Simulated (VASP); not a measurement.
# AlNi3 (P4/mmm) in VASP: single point with PBE

Aim: the single point of AlNi3 with PBE.

All numbers are computed with VASP 6.6.1; they aren't measurements. Logs are shortened: lines on timing, memory, paths and dates and some standing lists are left out, and cuts for length are marked.

**1. The cell of the first run**

Symmetry: P4/mmm, No. 123, tetragonal system. Conventional cell: a = 3.281 Å, b = 3.281 Å, c = 3.852 Å, α = 90.00°, β = 90.00°, γ = 90.00°. Al (site symmetry 4/mmm) has 12 Ni at 2.32 to 2.53 Å within 3.1 Å. Within 3.1 Å of Ni (site symmetry mmm) lie 8 Ni at 2.32 to 2.53 Å and 4 Al at 2.53 Å. Ni (site symmetry 4/mmm) has 4 Al at 2.32 Å and 8 Ni at 2.53 Å within 3.1 Å.

**2. Single point, PBE, collinear spin, ferromagnetic start (strain -0.080 along x and y, +0.080 along z)**

INCAR reads:

```
SYSTEM = AlNi3
ALGO     = Normal         ! electronic algorithm
EDIFF    = 1E-6           ! SCF threshold, eV
ENCUT    = 520            ! plane-wave cutoff, eV
GGA      = PE             ! functional
ISIF     = 2              ! what is computed and relaxed
ISMEAR   = 0              ! smearing method
ISPIN    = 2              ! spin polarisation
LASPH    = .TRUE.         ! aspherical terms in the spheres
LCHARG   = .FALSE.        ! write CHGCAR
LMAXMIX  = 4              ! l up to which the mixer works
LORBIT   = 11             ! projections on sites
LREAL    = .FALSE.        ! projectors in reciprocal space
LWAVE    = .FALSE.        ! write WAVECAR
MAGMOM   = 0 0.3 0.3 0.3  ! initial moments
NBANDS   = 28             ! bands
NELM     = 150            ! most SCF steps
PREC     = Accurate       ! precision mode
SIGMA    = 0.15           ! smearing width, eV
```

KPOINTS reads:

```
k-points
0
G
  14 14 14
  0 0 0
```

POSCAR reads:

```
AlNi3
1.0
    3.2813445805      0.0000000000      0.0000000000
    0.0000000000      3.2813445805      0.0000000000
    0.0000000000      0.0000000000      3.8520132031
Al Ni
1 3
Direct
    0.0000000000      0.0000000000      0.0000000000
    0.0000000000      0.5000000000      0.5000000000
    0.5000000000      0.0000000000      0.5000000000
    0.5000000000      0.5000000000      0.0000000000
```

Potentials or basis: VASP PAW PBE potentials, release 64 (Al, Ni).

Command:

```bash
> cat potpaw_PBE.64/Al/POTCAR potpaw_PBE.64/Ni/POTCAR > POTCAR
> mpirun -np 1 vasp_std > vasp.out
```

OUTCAR:

```text
SYSTEM = AlNi3
   EDIFF = 1E-6
   ENCUT = 520
   GGA = PE
   ISIF = 2
   ISMEAR = 0
   ISPIN = 2
   LASPH = .TRUE.
   LORBIT = 11
   LREAL = .FALSE.
   NELM = 150
   PREC = Accurate

 ion  position               nearest neighbor table
   1  0.000  0.000  0.000-   4 2.32   4 2.32   4 2.32   4 2.32   3 2.53   2 2.53   3 2.53   2 2.53
                             3 2.53   2 2.53   3 2.53   2 2.53
   2  0.000  0.500  0.500-   3 2.32   3 2.32   3 2.32   3 2.32   4 2.53   1 2.53   1 2.53   1 2.53
                             4 2.53   4 2.53   4 2.53   1 2.53
   3  0.500  0.000  0.500-   2 2.32   2 2.32   2 2.32   2 2.32   4 2.53   1 2.53   4 2.53   4 2.53
                             1 2.53   4 2.53   1 2.53   1 2.53
   4  0.500  0.500  0.000-   1 2.32   1 2.32   1 2.32   1 2.32   3 2.53   2 2.53   3 2.53   3 2.53
                             3 2.53   2 2.53   2 2.53   2 2.53

  LATTYP: Found a simple tetragonal cell.
 ALAT       =     3.2813445805
 C/A-ratio  =     1.1739130434

  Lattice vectors:

 A1 = (   3.2813445805,   0.0000000000,   0.0000000000)
 A2 = (   0.0000000000,   3.2813445805,   0.0000000000)
 A3 = (   0.0000000000,   0.0000000000,   3.8520132031)

Analysis of symmetry for initial positions (statically):
=====================================================================
 Subroutine PRICEL returns:
 Original cell was already a primitive cell.

 Routine SETGRP: Setting up the symmetry group for a
 simple tetragonal supercell.

 Subroutine GETGRP returns: Found 16 space group operations
 (whereof 16 operations were pure point group operations)
 out of a pool of 16 trial point group operations.

The static configuration has the point symmetry D_4h.

Analysis of symmetry for dynamics (positions and initial velocities):
=====================================================================
 Subroutine PRICEL returns:
 Original cell was already a primitive cell.

 Routine SETGRP: Setting up the symmetry group for a
 simple tetragonal supercell.

 Subroutine GETGRP returns: Found 16 space group operations
 (whereof 16 operations were pure point group operations)
 out of a pool of 16 trial point group operations.

The dynamic configuration has the point symmetry D_4h.

Analysis of structural, dynamic, and magnetic symmetry:
=====================================================================
 Subroutine PRICEL returns:
 Original cell was already a primitive cell.

 Routine SETGRP: Setting up the symmetry group for a
 simple tetragonal supercell.

 Subroutine GETGRP returns: Found 16 space group operations
 (whereof 16 operations were pure point group operations)
 out of a pool of 16 trial point group operations.

The overall configuration has the point symmetry D_4h.

 Subroutine INISYM returns: Found 16 space group operations
 (whereof 16 operations are pure point group operations),
 and found     1 'primitive' translations

----------------------------------------------------------------------------------------

                                     Primitive cell

  volume of cell :      41.4755

  direct lattice vectors                    reciprocal lattice vectors
     3.281344580  0.000000000  0.000000000     0.304753120  0.000000000  0.000000000
     0.000000000  3.281344580  0.000000000     0.000000000  0.304753120  0.000000000
     0.000000000  0.000000000  3.852013203     0.000000000  0.000000000  0.259604510

  length of vectors
     3.281344580  3.281344580  3.852013203     0.304753120  0.304753120  0.259604510

  position of ions in fractional coordinates (direct lattice)
     0.000000000  0.000000000  0.000000000
     0.000000000  0.500000000  0.500000000
     0.500000000  0.000000000  0.500000000
     0.500000000  0.500000000  0.000000000

  ion indices of the primitive-cell ions
   primitive index   ion index
                 1           1
                 2           2
                 3           3
                 4           4

----------------------------------------------------------------------------------------

 KPOINTS: k-points

Automatic generation of k-mesh.
 Grid dimensions read from file:
 generate k-points for:   14   14   14

 Generating k-lattice:

  Cartesian coordinates                     Fractional coordinates (reciprocal lattice)
     0.021768080  0.000000000  0.000000000     0.071428571  0.000000000  0.000000000
     0.000000000  0.021768080  0.000000000     0.000000000  0.071428571  0.000000000
     0.000000000  0.000000000  0.018543179     0.000000000  0.000000000  0.071428571

  Length of vectors
     0.021768080  0.021768080  0.018543179

  Shift w.r.t. Gamma in fractional coordinates (k-lattice)
     0.000000000  0.000000000  0.000000000

 Subroutine IBZKPT returns following result:
 ===========================================

 Found    288 irreducible k-points:

 Following reciprocal coordinates:
            Coordinates               Weight
  0.000000  0.000000  0.000000      1.000000
  0.071429  0.000000  0.000000      4.000000
  0.142857  0.000000  0.000000      4.000000
  0.214286  0.000000  0.000000      4.000000
  0.285714  0.000000  0.000000      4.000000
  0.357143  0.000000  0.000000      4.000000
[... 16 lines left out ...]
  0.285714  0.214286  0.000000      8.000000
  0.357143  0.214286  0.000000      8.000000
 [... further k-points ...]
   k-points           NKPTS =    288   k-points in BZ     NKDIM =    288   number of bands    NBANDS=     28
   number of dos      NEDOS =    301   number of ions     NIONS =      4
   total plane-waves  NPLWV =  17280
   dimension x,y,z NGX =    24 NGY =   24 NGZ =   30
   dimension x,y,z NGXF=    48 NGYF=   48 NGZF=   60
   ions per type =               1   3
   NGX,Y,Z   is equivalent  to a cutoff of  12.16, 12.16, 12.95 a.u.
   NGXF,Y,Z  is equivalent  to a cutoff of  24.32, 24.32, 25.89 a.u.
 SYSTEM =  AlNi3
   PREC   = accura    normal or accurate (medium, high low for compatibility)
   ISTART =      0    job   : 0-new  1-cont  2-samecut
   ICHARG =      2    charge: 1-file 2-atom 10-const
   ISPIN  =      2    spin polarized calculation?
   LNONCOLLINEAR =      F non collinear calculations
   LSORBIT =      F    spin-orbit coupling
   LASPH  =      T    aspherical Exc in radial PAW
   ENCUT  =  520.0 eV  38.22 Ry    6.18 a.u.   6.10  6.10  7.16*2*pi/ulx,y,z
   NELM   =    150;   NELMIN=  2; NELMDL= -5     # of ELM steps
   EDIFF  = 0.1E-05   stopping-criterion for ELM
   LREAL  =      F    real-space projection
   EDIFFG = 0.1E-04   stopping-criterion for IOM
   NSW    =      0    number of steps for IOM
   IBRION =     -1    ionic relax: 0-MD 1-quasi-New 2-CG
   NFREE  =      0    steps in history (QN), initial steepest desc. (CG)
   ISIF   =      2    stress and relaxation
   ISYM   =      2    0-nonsym 1-usesym 2-fastsym
   POTIM  = 0.5000    time-step for ionic-motion
   TEBEG  =    0.0;   TEEND  =   0.0 temperature during run
   PSTRESS=    0.0 pullay stress
   NELECT =      33.0000    total number of electrons
   NUPDOWN=      -1.0000    fix difference up-down
   EMIN   =  10.00;   EMAX   =-10.00  energy-range for DOS
   EFERMI =   0.00;   METHOD = LEGACY
   ISMEAR =     0;   SIGMA  =   0.15  broadening in eV -4-tet -1-fermi 0-gaus
   EFERMI_NEDOS =   21; number of points for ismear=-14 and -15
   IALGO  =     38    algorithm
   IMIX   =      4    mixing-type and parameters
     AMIX     =   0.40;   BMIX     =  1.00
     AMIX_MAG =   1.60;   BMIX_MAG =  1.00
  volume/ion in A,a.u.               =      10.37        69.97
  Fermi-wavevector in a.u.,A,eV,Ry     =   1.516989  2.866693 31.310469  2.301255
  Thomas-Fermi vector in A             =   2.626304
   LORBIT       =     11    0 simple, 1 ext, 2 COOP (PROOUT), +10 PAW based schemes
   GGA     = PE    functional components
   LHFCALC =     F    Hartree Fock is set to
   AEXX    =    0.0000 exact exchange contribution
   IVDW    =     0    specifies the selected vdW correction
   LEPSILON=     F    determine dielectric tensor
   LRPA    =     F    only Hartree local field effects (RPA)
 spin polarized calculation
 Gauss-broadening in eV      SIGMA  =   0.15
  energy-cutoff  :      520.00
  volume of cell :       41.48
 maximum number of plane-waves:      1168
   NGX = 13   NGY = 13   NGZ = 15

 number of electron      33.0000069 magnetization       0.0143382

 Free energy of the ion-electron system (eV)
  ---------------------------------------------------
  ext. energy  EPLUGINS =         0.00000000
  ---------------------------------------------------
  free energy    TOTEN  =       -21.36112688 eV

  energy without entropy =      -21.31623743  energy(sigma->0) =      -21.33868215

 E-fermi :  10.7136     XC(G=0): -13.1377

 val. band max:       10.7115769354   @ k =   0.3571   0.2143   0.0714
 cond. band min:      10.7151311529   @ k =   0.2143   0.0714   0.5000
 fundamental gap:      0.0035542176
 Fermi energy:        10.7136263164

 spin component 1

 k-point     1 :       0.0000    0.0000    0.0000
  band No.  band energies     occupation
      1       0.1270      1.00000
      2       5.8876      1.00000
      3       6.5135      1.00000
      4       6.8444      1.00000
      5       7.1762      1.00000
      6       7.2678      1.00000
[... 20 lines left out ...]
     27      25.7169      0.00000
[... 691 lines left out ...]
      6       7.6328      1.00000
[... 20 lines left out ...]
     27      25.7686      0.00000
     28      26.8726      0.00000

 [... further k-points ...]

 spin component 2

 k-point     1 :       0.0000    0.0000    0.0000
  band No.  band energies     occupation
      1       0.1265      1.00000
      2       5.8895      1.00000
      3       6.5175      1.00000
      4       6.8467      1.00000
      5       7.1821      1.00000
      6       7.2723      1.00000
[... 20 lines left out ...]
     27      25.7173      0.00000
[... 691 lines left out ...]
      6       7.6380      1.00000
[... 20 lines left out ...]
     27      25.7690      0.00000
     28      26.8732      0.00000

 [... further k-points ...]
[... 5 lines left out ...]
  --------------------------------------------------------------------------------------
  -------------------------------------------------------------------------------------
  Total        8.0718660      8.0718660      0.9145865      0.0000000     -0.0000000     -0.0000000
  in kB      311.8121840    311.8121840     35.3300236      0.0000000     -0.0000000     -0.0000000
  external PRESSURE =     219.6514639 kB  Pullay stress =       0.0000000 kB

 VOLUME and BASIS-vectors are now :
 -----------------------------------------------------------------------------
  energy-cutoff  :      520.00
  volume of cell :       41.48
      direct lattice vectors                 reciprocal lattice vectors
     3.281344580  0.000000000  0.000000000     0.304753120  0.000000000  0.000000000
     0.000000000  3.281344580  0.000000000     0.000000000  0.304753120  0.000000000
     0.000000000  0.000000000  3.852013203     0.000000000  0.000000000  0.259604510

 POSITION                                       TOTAL-FORCE (eV/Angst)
 -----------------------------------------------------------------------------------
      0.00000      0.00000      0.00000         0.000000      0.000000      0.000000
      0.00000      1.64067      1.92601         0.000000      0.000000      0.000000
      1.64067      0.00000      1.92601         0.000000      0.000000      0.000000
      1.64067      1.64067      0.00000         0.000000      0.000000      0.000000
 -----------------------------------------------------------------------------------
    total drift:                                0.000000     -0.000000     -0.000000

  FREE ENERGIE OF THE ION-ELECTRON SYSTEM (eV)
  ---------------------------------------------------
  free  energy   TOTEN  =       -21.3611268754 eV

  energy  without entropy=      -21.3162374256  energy(sigma->0) =      -21.33868215

 total charge

# of ion       s       p       d       tot
------------------------------------------
    1        0.421   0.433   0.000   0.854
    2        0.529   0.589   8.425   9.544
    3        0.529   0.589   8.425   9.544
    4        0.529   0.591   8.484   9.604
--------------------------------------------------
tot          2.009   2.202  25.335  29.546

 magnetization (x)

# of ion       s       p       d       tot
------------------------------------------
    1       -0.000  -0.000   0.000  -0.000
    2       -0.000  -0.000   0.005   0.005
    3       -0.000  -0.000   0.005   0.005
    4       -0.000  -0.000   0.003   0.003
--------------------------------------------------
tot         -0.000  -0.000   0.013   0.012
```

It took 12 min on 1 thread of Oxide Virtual Turin-like, shared host; peak memory 0.49 GiB.

What came out:

* Free energy: -21.3611 eV
* Pressure: 22.0 GPa
* Net moment: 0.01 μB per cell
* Valence electrons inside the program's atomic spheres: Al 0.85; Ni 9.54, 9.60 (each value once)

Caveat: the cell differs from its parent crystal (strain -0.080 along x and y, +0.080 along z); the cell stands under pressure.
